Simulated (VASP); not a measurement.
# InGa2N3 (Cmmm) in VASP: settings compared

The runs below take InGa2N3 through single point, with PBEsol, r2SCAN+rVV10.

All numbers are computed with VASP 6.6.1; they aren't measurements. Logs are shortened: lines on timing, memory, paths and dates and some standing lists are left out, and cuts for length are marked.

**1. The cell of the first run**

Symmetry: Cmmm, No. 65, orthorhombic system. The conventional cell has a = 5.136 Å, b = 10.579 Å, c = 2.905 Å, α = 90.00°, β = 90.00°, γ = 90.00°. Within 3.0 Å of In (site symmetry mmm) lie 6 N at 2.14 to 2.95 Å and 2 In at 2.90 Å. Ga (site symmetry 2/m) has 4 N at 2.00 Å and 2 Ga at 2.57 Å within 2.7 Å. Within 3.0 Å of N (site symmetry m2m) lie 4 Ga at 2.00 Å and 1 In at 2.14 Å and 4 N at 2.76 to 2.90 Å. N (site symmetry mmm) has 14 N at 2.90 to 3.64 Å and 4 Ga at 2.94 Å and 4 In at 2.95 Å within 3.8 Å.

**2. Single point, PBEsol**

Contents of INCAR:

```
  PREC = Accurate
  ENCUT = 520
  EDIFF = 1E-6
  ISMEAR = -1
  SIGMA = 0.03
  LREAL = F
  LASPH = T
  NELM = 100
  ALGO = Normal
  ISIF = 2
  LWAVE = F
  LCHARG = T
  GGA = PS
  LELF = T
  LVHAR = T
  NBANDS = 36
```

Contents of KPOINTS:

```
regular mesh
0
Gamma
  6 6 6
```

Contents of POSCAR:

```
InGa2N3
1.0
    2.5680586992     -5.2892559374      0.0000000000
    2.5680586992      5.2892559374      0.0000000000
    0.0000000000      0.0000000000      2.9048267789
In Ga N
1 2 3
Direct
    0.0000000000      0.0000000000      0.0000000000
    0.5000000000      0.0000000000      0.5000000000
    0.0000000000      0.5000000000      0.5000000000
    0.7979207580      0.2020792420      0.0000000000
    0.2020792420      0.7979207580      0.0000000000
    0.5000000000      0.5000000000      0.5000000000
```

Potentials or basis: VASP PAW PBE potentials, release 64 (In_d, Ga_d, N).

On the command line:

```bash
> cat potpaw_PBE.64/In_d/POTCAR potpaw_PBE.64/Ga_d/POTCAR potpaw_PBE.64/N/POTCAR > POTCAR
> mpirun -np 1 vasp_std > vasp.out
```

OUTCAR:

```text
PREC = Accurate
   ENCUT = 520
   EDIFF = 1E-6
   ISMEAR = -1
   LREAL = F
   LASPH = T
   NELM = 100
   ISIF = 2
   GGA = PS

 ion  position               nearest neighbor table
   1  0.000  0.000  0.000-   4 2.14   5 2.14   2 3.28   3 3.28   2 3.28   3 3.28   3 3.28   3 3.28
                             2 3.28   2 3.28
   2  0.500  0.000  0.500-   4 2.00   5 2.00   4 2.00   5 2.00   3 2.57   3 2.57   1 3.28   1 3.28
                             1 3.28   1 3.28
   3  0.000  0.500  0.500-   4 2.00   5 2.00   4 2.00   5 2.00   2 2.57   2 2.57   1 3.28   1 3.28
                             1 3.28   1 3.28
   4  0.798  0.202  0.000-   2 2.00   3 2.00   2 2.00   3 2.00   1 2.14
   5  0.202  0.798  0.000-   2 2.00   3 2.00   2 2.00   3 2.00   1 2.14
   6  0.500  0.500  0.500-

  LATTYP: Found a base centered orthorhombic cell.
 ALAT       =     5.1361173984
 B/A-ratio  =     2.0596320244
 C/A-ratio  =     0.5655686102

  Lattice vectors:

 A1 = (   2.5680586992,  -5.2892559374,   0.0000000000)
 A2 = (   2.5680586992,   5.2892559374,   0.0000000000)
 A3 = (   0.0000000000,   0.0000000000,   2.9048267789)

Analysis of symmetry for initial positions (statically):
=====================================================================
 Subroutine PRICEL returns:
 Original cell was already a primitive cell.

 Routine SETGRP: Setting up the symmetry group for a
 base centered orthorhombic supercell.

 Subroutine GETGRP returns: Found  8 space group operations
 (whereof  8 operations were pure point group operations)
 out of a pool of  8 trial point group operations.

The static configuration has the point symmetry D_2h.

Analysis of symmetry for dynamics (positions and initial velocities):
=====================================================================
 Subroutine PRICEL returns:
 Original cell was already a primitive cell.

 Routine SETGRP: Setting up the symmetry group for a
 base centered orthorhombic supercell.

 Subroutine GETGRP returns: Found  8 space group operations
 (whereof  8 operations were pure point group operations)
 out of a pool of  8 trial point group operations.

The dynamic configuration has the point symmetry D_2h.

 Subroutine INISYM returns: Found  8 space group operations
 (whereof  8 operations are pure point group operations),
 and found     1 'primitive' translations

----------------------------------------------------------------------------------------

                                     Primitive cell

  volume of cell :      78.9132

  direct lattice vectors                    reciprocal lattice vectors
     2.568058699 -5.289255937  0.000000000     0.194699599 -0.094531255  0.000000000
     2.568058699  5.289255937  0.000000000     0.194699599  0.094531255  0.000000000
     0.000000000  0.000000000  2.904826779     0.000000000  0.000000000  0.344254607

  length of vectors
     5.879723961  5.879723961  2.904826779     0.216434960  0.216434960  0.344254607

  position of ions in fractional coordinates (direct lattice)
     0.000000000  0.000000000  0.000000000
     0.500000000  1.000000000  0.500000000
     1.000000000  0.500000000  0.500000000
     0.797920758  0.202079242  0.000000000
     0.202079242  0.797920758  0.000000000
     0.500000000  0.500000000  0.500000000

  ion indices of the primitive-cell ions
   primitive index   ion index
                 1           1
                 2           2
                 3           3
                 4           4
                 5           5
                 6           6

----------------------------------------------------------------------------------------

 KPOINTS: regular mesh

Automatic generation of k-mesh.
 Grid dimensions read from file:
 generate k-points for:    6    6    6

 Generating k-lattice:

  Cartesian coordinates                     Fractional coordinates (reciprocal lattice)
     0.032449933 -0.015755209  0.000000000     0.166666667 -0.000000000  0.000000000
     0.032449933  0.015755209  0.000000000    -0.000000000  0.166666667  0.000000000
     0.000000000  0.000000000  0.057375768     0.000000000  0.000000000  0.166666667

  Length of vectors
     0.036072493  0.036072493  0.057375768

  Shift w.r.t. Gamma in fractional coordinates (k-lattice)
     0.000000000  0.000000000  0.000000000

 Subroutine IBZKPT returns following result:
 ===========================================

 Found     52 irreducible k-points:

 Following reciprocal coordinates:
            Coordinates               Weight
  0.000000  0.000000  0.000000      1.000000
  0.166667  0.000000  0.000000      4.000000
  0.333333  0.000000  0.000000      4.000000
  0.500000 -0.000000  0.000000      2.000000
  0.166667  0.166667  0.000000      2.000000
  0.333333  0.166667  0.000000      4.000000
[... 16 lines left out ...]
  0.333333  0.333333  0.166667      4.000000
  0.500000  0.333333  0.166667      8.000000
 [... further k-points ...]
[... 54 lines left out ...]
   NGX = 21   NGY = 21   NGZ = 11

 number of electron      54.0000003 magnetization

 Free energy of the ion-electron system (eV)
  ---------------------------------------------------
  ext. energy  EPLUGINS =         0.00000000
  ---------------------------------------------------
  free energy    TOTEN  =       -30.75597676 eV

  energy without entropy =      -30.74729357  energy(sigma->0) =      -30.75163516

 E-fermi :   6.6653     XC(G=0): -11.5252

 val. band max:        6.6471072696   @ k =   0.5000   0.1667   0.5000
 cond. band min:       6.6689367060   @ k =  -0.3333   0.1667   0.1667
 fundamental gap:      0.0218294364
 Fermi energy:         6.6653309071

 k-point     1 :       0.0000    0.0000    0.0000
  band No.  band energies     occupation
      1     -11.8961      2.00000
      2      -9.2212      2.00000
      3      -9.1380      2.00000
      4      -9.1305      2.00000
      5      -9.0698      2.00000
      6      -9.0305      2.00000
[... 28 lines left out ...]
     35      14.7470      0.00000
     36      15.4158      0.00000

 k-point     2 :       0.1667    0.0000    0.0000
  band No.  band energies     occupation
      1     -11.7854      2.00000
      2      -9.6378      2.00000
      3      -9.1810      2.00000
      4      -9.1042      2.00000
      5      -9.0143      2.00000
      6      -8.8761      2.00000
[... 28 lines left out ...]
     35      14.9126      0.00000
     36      15.2197      0.00000

 k-point     3 :       0.3333    0.0000    0.0000
  band No.  band energies     occupation
      1     -11.4687      2.00000
      2     -10.2807      2.00000
      3      -9.0768      2.00000
      4      -9.0103      2.00000
      5      -8.9709      2.00000
      6      -8.8653      2.00000
[... 28 lines left out ...]
     35      14.9403      0.00000
     36      15.4366      0.00000

 k-point     4 :       0.5000   -0.0000    0.0000
  band No.  band energies     occupation
      1     -11.1057      2.00000
      2     -10.7640      2.00000
      3      -8.9426      2.00000
      4      -8.9360      2.00000
      5      -8.9319      2.00000
      6      -8.8829      2.00000
[... 28 lines left out ...]
     35      15.3789      0.00000
     36      15.3862      0.00000

 k-point     5 :       0.1667    0.1667    0.0000
  band No.  band energies     occupation
      1     -11.5224      2.00000
      2     -10.1874      2.00000
      3      -9.0799      2.00000
      4      -9.0128      2.00000
      5      -8.9746      2.00000
      6      -8.8359      2.00000
[... 655 lines left out ...]
 k-point    22 :      -0.1667    0.1667    0.1667
  band No.  band energies     occupation
      1     -11.5118      2.00000
      2     -10.1014      2.00000
      3      -9.2028      2.00000
      4      -8.9838      2.00000
      5      -8.9605      2.00000
      6      -8.8147      2.00000
[... 28 lines left out ...]
     35      14.2628      0.00000
     36      15.5834      0.00000

 k-point    23 :       0.3333    0.3333    0.1667
  band No.  band energies     occupation
      1     -10.9596      2.00000
      2     -10.6558      2.00000
      3      -9.0488      2.00000
      4      -9.0111      2.00000
      5      -8.9344      2.00000
      6      -8.8557      2.00000
[... 28 lines left out ...]
     35      14.2415      0.00000
     36      14.8959      0.00000

 k-point    24 :       0.5000    0.3333    0.1667
  band No.  band energies     occupation
      1     -11.2336      2.00000
      2     -10.4221      2.00000
      3      -9.1474      2.00000
      4      -8.9884      2.00000
      5      -8.9680      2.00000
      6      -8.8498      2.00000
[... 28 lines left out ...]
     35      14.4476      0.00000
     36      14.8156      0.00000

 [... further k-points ...]

------------------------ aborting loop because EDIFF is reached ----------------------------------------

  FORCE on cell =-STRESS in cart. coord.  units (eV):
  Direction    XX          YY          ZZ          XY          YZ          ZX
  --------------------------------------------------------------------------------------
  -------------------------------------------------------------------------------------
  Total        0.0345284      0.0604148      0.0454469     -0.0000000      0.0000000      0.0000000
  in kB        0.7010305      1.2266039      0.9227103     -0.0000000      0.0000000      0.0000000
  external PRESSURE =       0.9501149 kB  Pullay stress =       0.0000000 kB

 VOLUME and BASIS-vectors are now :
 -----------------------------------------------------------------------------
  energy-cutoff  :      520.00
  volume of cell :       78.91
      direct lattice vectors                 reciprocal lattice vectors
     2.568058699 -5.289255937  0.000000000     0.194699599 -0.094531255  0.000000000
     2.568058699  5.289255937  0.000000000     0.194699599  0.094531255  0.000000000
     0.000000000  0.000000000  2.904826779     0.000000000  0.000000000  0.344254607

 POSITION                                       TOTAL-FORCE (eV/Angst)
 -----------------------------------------------------------------------------------
      0.00000      0.00000      0.00000         0.000000      0.000000      0.000000
      1.28403     -2.64463      1.45241         0.000000      0.000000      0.000000
      1.28403      2.64463      1.45241        -0.000000      0.000000      0.000000
      2.56806     -3.15156      0.00000        -0.000000      0.006373      0.000000
      2.56806      3.15156      0.00000        -0.000000     -0.006373     -0.000000
      2.56806      0.00000      1.45241        -0.000000      0.000000      0.000000
 -----------------------------------------------------------------------------------
    total drift:                                0.000000      0.000000     -0.000000

  FREE ENERGIE OF THE ION-ELECTRON SYSTEM (eV)
  ---------------------------------------------------
  free  energy   TOTEN  =       -30.7559767585 eV

  energy  without entropy=      -30.7472935667  energy(sigma->0) =      -30.75163516
```

It took 2.1 min on 1 thread of AMD EPYC 9R45 (Zen 5), shared host; peak memory 0.28 GiB.

What came out:

| Quantity | Value |
| --- | --- |
| Free energy | -30.7560 eV |
| Pressure | 0.1 GPa |
| Largest force | 0.006 eV/Å |
| Band gap on the k mesh | zero (bands 27 and 28 overlap by 2.11 eV) |

Forces in eV/Å, atoms in the order of the input:
```
In   0.000  0.000  0.000
Ga   0.000  0.000  0.000
Ga   0.000  0.000  0.000
N    0.000  0.006  0.000
N    0.000 -0.006  0.000
N    0.000  0.000  0.000
```

Caveat: the k points lie up to 0.36 Å⁻¹ apart, too coarse for converged energies and pressures of a metal; the PAW data sets were made with another functional, which shifts forces and pressure a little; spin-orbit coupling is left out, which moves the levels of the heavy elements.

**3. Single point, r2SCAN+rVV10**

This run uses another cell than the first one, of 13.10 Å³/atom.

Contents of POSCAR:

```
InGa2N3
1.0
    2.5622825549     -5.3365249757      0.0000000000
    2.5622825549      5.3365249757      0.0000000000
    0.0000000000      0.0000000000      2.8748012718
In Ga N
1 2 3
Direct
    0.0000000000      0.0000000000      0.0000000000
    0.5000000000      0.0000000000      0.5000000000
    0.0000000000      0.5000000000      0.5000000000
    0.7969381061      0.2030618939      0.0000000000
    0.2030618939      0.7969381061      0.0000000000
    0.5000000000      0.5000000000      0.5000000000
```

Contents of INCAR.step1:

```
  PREC = Accurate
  ENCUT = 520
  ISMEAR = -1
  SIGMA = 0.03
  LREAL = False
  LASPH = True
  NELM = 60
  NBANDS = 36
  GGA = PE
  ALGO = Normal
  EDIFF = 1E-4
  LWAVE = True
  LCHARG = False
```

Contents of INCAR.step2:

```
  PREC = Accurate
  ENCUT = 520
  EDIFF = 1E-6
  ISMEAR = -1
  SIGMA = 0.03
  LREAL = False
  LASPH = True
  NELM = 60
  ALGO = Normal
  ISIF = 2
  LWAVE = False
  LCHARG = False
  METAGGA = R2SCAN
  LMIXTAU = True
  LUSE_VDW = True
  IVDW_NL = 2
  BPARAM = 11.95
  CPARAM = 0.0093
  NBANDS = 36
  ISTART = 1
```

Contents of KPOINTS:

```
Automatic mesh
0
Gamma
  6 6 8
```

Potentials or basis: VASP PAW PBE potentials, release 64 (In_d, Ga_d, N).

On the command line:

```bash
> cat potpaw_PBE.64/In_d/POTCAR potpaw_PBE.64/Ga_d/POTCAR potpaw_PBE.64/N/POTCAR > POTCAR
> cp INCAR.step1 INCAR
> mpirun -np 1 vasp_std > vasp.out
> cp INCAR.step2 INCAR
> mpirun -np 1 vasp_std > vasp.out
```

It took 12 min on 1 thread of AMD EPYC 9R45 (Zen 5), shared host; peak memory 0.53 GiB.

Results (log left out):

- Free energy: -66.7562 eV
- Pressure: 0.8 GPa
- Largest force: 0.030 eV/Å
- Band gap on the k mesh: zero (bands 27 and 28 overlap by 1.88 eV)

Forces in eV/Å, atoms in the order of the input:
```
In   0.000  0.000  0.000
Ga   0.000  0.000  0.000
Ga   0.000  0.000  0.000
N    0.000 -0.030  0.000
N    0.000  0.030  0.000
N    0.000  0.000  0.000
```

Stress tensor (GPa, compression positive):
```
0.94 0.00 0.00
0.00 0.38 0.00
0.00 0.00 1.20
```

Levels at points of the mesh, in eV from the Fermi level:
| k point | band 24 | band 25 | band 26 | band 27 | band 28 | band 29 | band 30 | band 31 |
| --- | --- | --- | --- | --- | --- | --- | --- | --- |
| (0.00, 0.00, 0.00) | -2.32 | -1.83 | -1.69 | -1.40 | 0.94 | 2.35 | 4.57 | 4.74 |
| (0.50, 0.00, 0.00) | -3.09 | -2.60 | -1.37 | 0.98 | 1.30 | 1.86 | 2.19 | 3.26 |
| (0.50, 0.50, 0.00) | -2.80 | -2.53 | -1.95 | -1.41 | 0.93 | 1.90 | 4.01 | 4.07 |
| (0.00, 0.00, 0.50) | -2.54 | -2.13 | -2.01 | -1.38 | -0.80 | -0.73 | 3.44 | 3.49 |
| (0.50, 0.00, 0.50) | -3.21 | -3.17 | -2.55 | -1.57 | 1.09 | 1.44 | 2.67 | 3.04 |
| (0.50, 0.50, 0.50) | -2.00 | -1.76 | -1.71 | -1.38 | -0.90 | 0.48 | 3.10 | 3.66 |

Caveat: the PAW data sets were made with another functional, which shifts forces and pressure a little; spin-orbit coupling is left out, which moves the levels of the heavy elements.

**4. Single point, r2SCAN+rVV10**

This run uses another cell than the first one, of 13.10 Å³/atom.

POSCAR is that of step 3.

Contents of INCAR.step1:

```
PREC = Accurate ; ENCUT = 520
ISMEAR = -1 ; SIGMA = 0.03
LREAL = False ; LASPH = True
NELM = 100 ; NBANDS = 36
GGA = PE ; ALGO = Normal
EDIFF = 1E-4 ; LWAVE = True
LCHARG = False
```

Contents of INCAR.step2:

```
PREC = Accurate ; ENCUT = 520
EDIFF = 1E-6 ; ISMEAR = -1
SIGMA = 0.03 ; LREAL = False
LASPH = True ; NELM = 100
ALGO = Normal ; ISIF = 2
LWAVE = False ; LCHARG = True
METAGGA = R2SCAN ; LMIXTAU = True
LUSE_VDW = True ; IVDW_NL = 2
BPARAM = 11.95 ; CPARAM = 0.0093
LELF = True ; LVHAR = True
NBANDS = 36 ; ISTART = 1
```

Contents of KPOINTS:

```
Automatic mesh
0
Gamma
  6 6 10
```

On the command line:

```bash
> cat potpaw_PBE.64/In_d/POTCAR potpaw_PBE.64/Ga_d/POTCAR potpaw_PBE.64/N/POTCAR > POTCAR
> cp INCAR.step1 INCAR
> mpirun -np 1 vasp_std > vasp.out
> cp INCAR.step2 INCAR
> mpirun -np 1 vasp_std > vasp.out
```

It took 13 min on 1 thread of AMD EPYC 9R45 (Zen 5), shared host; peak memory 0.56 GiB.

Results (log left out):

```yaml
Free_energy: -66.7600 eV
Pressure: 0.6 GPa
Largest_force: 0.095 eV/Å
Band_gap_on_the_k_mesh: zero (bands 27 and 28 overlap by 1.91 eV)
```

Forces on the atoms (eV/Å):
```
In   0.000  0.000  0.000
Ga   0.000  0.000  0.000
Ga   0.000  0.000  0.000
N    0.000 -0.095  0.000
N    0.000  0.095  0.000
N    0.000  0.000  0.000
```

Stress tensor (GPa, compression positive):
```
 0.09  0.00  0.00
 0.00 -0.35  0.00
 0.00  0.00  2.15
```

Levels at points of the mesh, in eV from the Fermi level:
| k point | band 25 | band 26 | band 27 | band 28 | band 29 | band 30 |
| --- | --- | --- | --- | --- | --- | --- |
| (0.00, 0.00, 0.00) | -1.80 | -1.65 | -1.31 | 1.08 | 2.39 | 4.61 |
| (0.50, 0.00, 0.00) | -2.53 | -1.28 | 1.12 | 1.38 | 1.91 | 2.24 |
| (0.50, 0.50, 0.00) | -2.45 | -1.92 | -1.37 | 1.07 | 1.97 | 4.06 |
| (0.00, 0.00, 0.50) | -2.04 | -1.98 | -1.28 | -0.77 | -0.69 | 3.50 |
| (0.50, 0.00, 0.50) | -3.13 | -2.42 | -1.48 | 1.14 | 1.51 | 2.71 |
| (0.50, 0.50, 0.50) | -1.68 | -1.64 | -1.35 | -0.80 | 0.55 | 3.14 |

Caveat: the PAW data sets were made with another functional, which shifts forces and pressure a little; spin-orbit coupling is left out, which moves the levels of the heavy elements.

**5. Summary**

```tsv
level	cell	k mesh	gap on the mesh (eV)	pressure (GPa)	largest force (eV/Å)
PBEsol	a = 5.880, b = 5.880, c = 2.905 Å, angles 90.0, 90.0, 128.2°, 6 atoms	6 × 6 × 6	none	0.1	0.01
r2SCAN+rVV10	a = 5.920, b = 5.920, c = 2.875 Å, angles 90.0, 90.0, 128.7°, 6 atoms	6 × 6 × 8	none	0.8	0.03
r2SCAN+rVV10	a = 5.920, b = 5.920, c = 2.875 Å, angles 90.0, 90.0, 128.7°, 6 atoms	6 × 6 × 10	none	0.6	0.10
```

Alike in all rows: task single point; potentials or basis VASP PAW PBE potentials, release 64 (In_d, Ga_d, N); no spin polarisation; cutoff (eV) 520; smearing fermi-dirac 0.03 eV.

Caveats: some runs use coarse meshes; the PAW data sets were made with another functional, which shifts forces and pressure a little; spin-orbit coupling is left out, which moves the levels of the heavy elements.

Total energies depend on the potentials used, so only differences within one code and one set of settings carry meaning.
